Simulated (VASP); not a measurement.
# Rb (Cmcm) in VASP: single point with PBE+D3(BJ)

Aim: the single point of Rb with PBE+D3(BJ).

All numbers are computed with VASP 6.6.1; they aren't measurements. Logs are shortened: lines on timing, memory, paths and dates and some standing lists are left out, and cuts for length are marked.

## (1) The cell of the first run

Symmetry: Cmcm, No. 63, orthorhombic system. The conventional cell has a = 4.948 Å, b = 8.659 Å, c = 7.601 Å, α = 90.00°, β = 90.00°, γ = 90.00°.

## (2) Single point, PBE+D3(BJ) (normal strain along x +0.0000, normal strain along z -0.0550)

INCAR

```
  PREC = Accurate
  ENCUT = 520
  EDIFF = 1E-7
  ISMEAR = 0
  SIGMA = 0.15
  LREAL = False
  LASPH = True
  NELM = 60
  ALGO = Fast
  ISIF = 2
  LWAVE = False
  LCHARG = False
  GGA = PE
  IVDW = 12
  NBANDS = 16
```

KPOINTS

```
Automatic mesh
0
Gamma
  10 10 6
```

POSCAR

```
Rb
1.0
    2.4740083059     -4.3297492603      0.0000000000
    2.4740083059      4.3297492603      0.0000000000
    0.0000000000      0.0000000000      7.6005071405
Rb
2
Direct
    0.8359965595      0.1640034405      0.7500000000
    0.1640034405      0.8359965595      0.2500000000
```

Potentials or basis: VASP PAW PBE potentials, release 64 (Rb_sv).

Command:

```
$ cat potpaw_PBE.64/Rb_sv/POTCAR > POTCAR
$ mpirun -np 1 vasp_std > vasp.out
```

OUTCAR:

```text
PREC = Accurate
   ENCUT = 520
   EDIFF = 1E-7
   ISMEAR = 0
   LREAL = False
   LASPH = True
   NELM = 60
   ISIF = 2
   GGA = PE
   IVDW = 12
 IVDW          = 12

 ion  position               nearest neighbor table
   1  0.836  0.164  0.750-   2 4.74   2 4.74   2 4.77   2 4.77   2 4.77   2 4.77
   2  0.164  0.836  0.250-   1 4.74   1 4.74   1 4.77   1 4.77   1 4.77   1 4.77

  LATTYP: Found a base centered orthorhombic cell.
 ALAT       =     4.9480166118
 B/A-ratio  =     1.7500948764
 C/A-ratio  =     1.5360714680

  Lattice vectors:

 A1 = (   2.4740083059,  -4.3297492603,   0.0000000000)
 A2 = (   2.4740083059,   4.3297492603,   0.0000000000)
 A3 = (   0.0000000000,   0.0000000000,   7.6005071405)

Analysis of symmetry for initial positions (statically):
=====================================================================
 Subroutine PRICEL returns:
 Original cell was already a primitive cell.

 Routine SETGRP: Setting up the symmetry group for a
 base centered orthorhombic supercell.

 Subroutine GETGRP returns: Found  8 space group operations
 (whereof  4 operations were pure point group operations)
 out of a pool of  8 trial point group operations.

The static configuration has the point symmetry C_2h.
 The point group associated with its full space group is D_2h.

Analysis of symmetry for dynamics (positions and initial velocities):
=====================================================================
 Subroutine PRICEL returns:
 Original cell was already a primitive cell.

 Routine SETGRP: Setting up the symmetry group for a
 base centered orthorhombic supercell.

 Subroutine GETGRP returns: Found  8 space group operations
 (whereof  4 operations were pure point group operations)
 out of a pool of  8 trial point group operations.

The dynamic configuration has the point symmetry C_2h.
 The point group associated with its full space group is D_2h.

 Subroutine INISYM returns: Found  8 space group operations
 (whereof  4 operations are pure point group operations),
 and found     1 'primitive' translations

----------------------------------------------------------------------------------------

                                     Primitive cell

  volume of cell :     162.8308

  direct lattice vectors                    reciprocal lattice vectors
     2.474008306 -4.329749260  0.000000000     0.202101181 -0.115480128  0.000000000
     2.474008306  4.329749260  0.000000000     0.202101181  0.115480128  0.000000000
     0.000000000  0.000000000  7.600507141     0.000000000  0.000000000  0.131570168

  length of vectors
     4.986726958  4.986726958  7.600507141     0.232767153  0.232767153  0.131570168

  position of ions in fractional coordinates (direct lattice)
     0.835996560  0.164003440  0.750000000
     0.164003440  0.835996560  0.250000000

  ion indices of the primitive-cell ions
   primitive index   ion index
                 1           1
                 2           2

----------------------------------------------------------------------------------------

 KPOINTS: Automatic mesh

Automatic generation of k-mesh.
 Grid dimensions read from file:
 generate k-points for:   10   10    6

 Generating k-lattice:

  Cartesian coordinates                     Fractional coordinates (reciprocal lattice)
     0.020210118 -0.011548013  0.000000000     0.100000000  0.000000000  0.000000000
     0.020210118  0.011548013  0.000000000     0.000000000  0.100000000  0.000000000
     0.000000000  0.000000000  0.021928361     0.000000000  0.000000000  0.166666667

  Length of vectors
     0.023276715  0.023276715  0.021928361

  Shift w.r.t. Gamma in fractional coordinates (k-lattice)
     0.000000000  0.000000000  0.000000000

 Subroutine IBZKPT returns following result:
 ===========================================

 Found    124 irreducible k-points:

 Following reciprocal coordinates:
            Coordinates               Weight
  0.000000  0.000000  0.000000      1.000000
  0.100000 -0.000000  0.000000      4.000000
  0.200000 -0.000000  0.000000      4.000000
  0.300000 -0.000000  0.000000      4.000000
  0.400000 -0.000000  0.000000      4.000000
  0.500000 -0.000000  0.000000      2.000000
[... 16 lines left out ...]
  0.300000  0.300000  0.000000      2.000000
  0.400000  0.300000  0.000000      4.000000
 [... further k-points ...]
   k-points           NKPTS =    124   k-points in BZ     NKDIM =    124   number of bands    NBANDS=     16
   number of dos      NEDOS =    301   number of ions     NIONS =      2
   total plane-waves  NPLWV =  96000
   dimension x,y,z NGX =    40 NGY =   40 NGZ =   60
   dimension x,y,z NGXF=    80 NGYF=   80 NGZF=  120
   ions per type =               2
   NGX,Y,Z   is equivalent  to a cutoff of  13.34, 13.34, 13.12 a.u.
   NGXF,Y,Z  is equivalent  to a cutoff of  26.67, 26.67, 26.25 a.u.
 SYSTEM =  unknown system
   PREC   = accura    normal or accurate (medium, high low for compatibility)
   ISTART =      0    job   : 0-new  1-cont  2-samecut
   ICHARG =      2    charge: 1-file 2-atom 10-const
   ISPIN  =      1    spin polarized calculation?
   LNONCOLLINEAR =      F non collinear calculations
   LSORBIT =      F    spin-orbit coupling
   LASPH  =      T    aspherical Exc in radial PAW
   ENCUT  =  520.0 eV  38.22 Ry    6.18 a.u.   9.27  9.27 14.13*2*pi/ulx,y,z
   NELM   =     60;   NELMIN=  2; NELMDL= -5     # of ELM steps
   EDIFF  = 0.1E-06   stopping-criterion for ELM
   LREAL  =      F    real-space projection
   EDIFFG = 0.1E-05   stopping-criterion for IOM
   NSW    =      0    number of steps for IOM
   IBRION =     -1    ionic relax: 0-MD 1-quasi-New 2-CG
   NFREE  =      0    steps in history (QN), initial steepest desc. (CG)
   ISIF   =      2    stress and relaxation
   ISYM   =      2    0-nonsym 1-usesym 2-fastsym
   POTIM  = 0.5000    time-step for ionic-motion
   TEBEG  =    0.0;   TEEND  =   0.0 temperature during run
   PSTRESS=    0.0 pullay stress
   NELECT =      18.0000    total number of electrons
   NUPDOWN=      -1.0000    fix difference up-down
   EMIN   =  10.00;   EMAX   =-10.00  energy-range for DOS
   EFERMI =   0.00;   METHOD = LEGACY
   ISMEAR =     0;   SIGMA  =   0.15  broadening in eV -4-tet -1-fermi 0-gaus
   EFERMI_NEDOS =   21; number of points for ismear=-14 and -15
   IALGO  =     68    algorithm
   IMIX   =      4    mixing-type and parameters
     AMIX     =   0.40;   BMIX     =  1.00
     AMIX_MAG =   1.60;   BMIX_MAG =  1.00
  volume/ion in A,a.u.               =      81.42       549.42
  Fermi-wavevector in a.u.,A,eV,Ry     =   0.785694  1.484747  8.399084  0.617315
  Thomas-Fermi vector in A             =   1.890082
   LORBIT       =      0    0 simple, 1 ext, 2 COOP (PROOUT), +10 PAW based schemes
   GGA     = PE    functional components
   LHFCALC =     F    Hartree Fock is set to
   AEXX    =    0.0000 exact exchange contribution
   IVDW    =    12    specifies the selected vdW correction
   LEPSILON=     F    determine dielectric tensor
   LRPA    =     F    only Hartree local field effects (RPA)
 non-spin polarized calculation
 RMM-DIIS sequential band-by-band and
 Gauss-broadening in eV      SIGMA  =   0.15
  energy-cutoff  :      520.00
  volume of cell :      162.83
 maximum number of plane-waves:      4408
 NGX is ok and might be reduce to    40
   NGX = 19   NGY = 19   NGZ = 29

 number of electron      18.0000000 magnetization

 Free energy of the ion-electron system (eV)
  ---------------------------------------------------
  ext. energy  EPLUGINS =         0.00000000
  ---------------------------------------------------
  free energy    TOTEN  =        -1.85729458 eV

  energy without entropy =       -1.83972690  energy(sigma->0) =       -1.84851074

 E-fermi :   0.2702     XC(G=0):  -5.7400

 val. band max:        0.2619347775   @ k =   0.3000  -0.0000   0.3333
 cond. band min:       0.2753495135   @ k =   0.4000  -0.0000   0.5000
 fundamental gap:      0.0134147360
 Fermi energy:         0.2701718244

 k-point     1 :       0.0000    0.0000    0.0000
  band No.  band energies     occupation
      1     -28.5721      2.00000
      2     -28.5634      2.00000
      3     -12.7562      2.00000
      4     -12.6323      2.00000
      5     -12.6289      2.00000
      6     -12.6040      2.00000
[... 8 lines left out ...]
     15       4.2228      0.00000
     16       4.2368      0.00000

 k-point     2 :       0.1000   -0.0000    0.0000
  band No.  band energies     occupation
      1     -28.5716      2.00000
      2     -28.5632      2.00000
      3     -12.7516      2.00000
      4     -12.6382      2.00000
      5     -12.6340      2.00000
      6     -12.6126      2.00000
[... 8 lines left out ...]
     15       4.3187      0.00000
     16       4.3376      0.00000

 k-point     3 :       0.2000   -0.0000    0.0000
  band No.  band energies     occupation
      1     -28.5703      2.00000
      2     -28.5630      2.00000
      3     -12.7387      2.00000
      4     -12.6594      2.00000
      5     -12.6418      2.00000
      6     -12.6346      2.00000
[... 8 lines left out ...]
     15       3.9718      0.00000
     16       4.0792      0.00000

 k-point     4 :       0.3000   -0.0000    0.0000
  band No.  band energies     occupation
      1     -28.5685      2.00000
      2     -28.5628      2.00000
      3     -12.7203      2.00000
      4     -12.6865      2.00000
      5     -12.6606      2.00000
      6     -12.6507      2.00000
[... 8 lines left out ...]
     15       3.8042      0.00000
     16       4.3027      0.00000
[... 324 lines left out ...]
 k-point    22 :      -0.2000    0.2000    0.0000
  band No.  band energies     occupation
      1     -28.5703      2.00000
      2     -28.5631      2.00000
      3     -12.7384      2.00000
      4     -12.6605      2.00000
      5     -12.6390      2.00000
      6     -12.6343      2.00000
[... 8 lines left out ...]
     15       4.0486      0.00000
     16       4.1395      0.00000

 k-point    23 :       0.3000    0.3000    0.0000
  band No.  band energies     occupation
      1     -28.5649      2.00000
      2     -28.5635      2.00000
      3     -12.7046      2.00000
      4     -12.6827      2.00000
      5     -12.6748      2.00000
      6     -12.6719      2.00000
[... 8 lines left out ...]
     15       3.1673      0.00000
     16       3.9783      0.00000

 k-point    24 :       0.4000    0.3000    0.0000
  band No.  band energies     occupation
      1     -28.5648      2.00000
      2     -28.5637      2.00000
      3     -12.7034      2.00000
      4     -12.6813      2.00000
      5     -12.6727      2.00000
      6     -12.6722      2.00000
[... 8 lines left out ...]
     15       3.1680      0.00000
     16       3.9502      0.00000

 [... further k-points ...]

------------------------ aborting loop because EDIFF is reached ----------------------------------------

 Edisp (eV)   -0.22566

 E8    (eV) :    -0.1288

  FORCE on cell =-STRESS in cart. coord.  units (eV):
  Direction    XX          YY          ZZ          XY          YZ          ZX
  --------------------------------------------------------------------------------------
  -------------------------------------------------------------------------------------
  Total       0.11278     0.10263     0.36741     0.00000     0.00000     0.00000
  in kB       1.10971     1.00980     3.61518     0.00000     0.00000     0.00000
  external pressure =        1.91 kB  Pullay stress =        0.00 kB

 VOLUME and BASIS-vectors are now :
 -----------------------------------------------------------------------------
  energy-cutoff  :      520.00
  volume of cell :      162.83
      direct lattice vectors                 reciprocal lattice vectors
     2.474008306 -4.329749260  0.000000000     0.202101181 -0.115480128  0.000000000
     2.474008306  4.329749260  0.000000000     0.202101181  0.115480128  0.000000000
     0.000000000  0.000000000  7.600507141     0.000000000  0.000000000  0.131570168

 POSITION                                       TOTAL-FORCE (eV/Angst)
 -----------------------------------------------------------------------------------
      2.47401     -2.90956      5.70038         0.000000      0.000797      0.000000
      2.47401      2.90956      1.90013         0.000000     -0.000797     -0.000000
 -----------------------------------------------------------------------------------
    total drift:                               -0.000000     -0.000000      0.000000

  FREE ENERGIE OF THE ION-ELECTRON SYSTEM (eV)
  ---------------------------------------------------
  free  energy   TOTEN  =        -2.0829593701 eV

  energy  without entropy=       -2.0653916839  energy(sigma->0) =       -2.07417553
```

Wall time 5.6 min (1 thread of Intel Xeon 6975P-C (Granite Rapids), shared host); peak memory 0.46 GiB.

What came out:

- Free energy: -2.0830 eV
- Pressure: 0.2 GPa
- Band gap on the k mesh: zero (bands 9 and 10 overlap by 2.11 eV)
- Dispersion energy per atom: -0.113 eV

Caveat: the cell differs from its parent crystal (normal strain along x +0.0000, normal strain along z -0.0550).
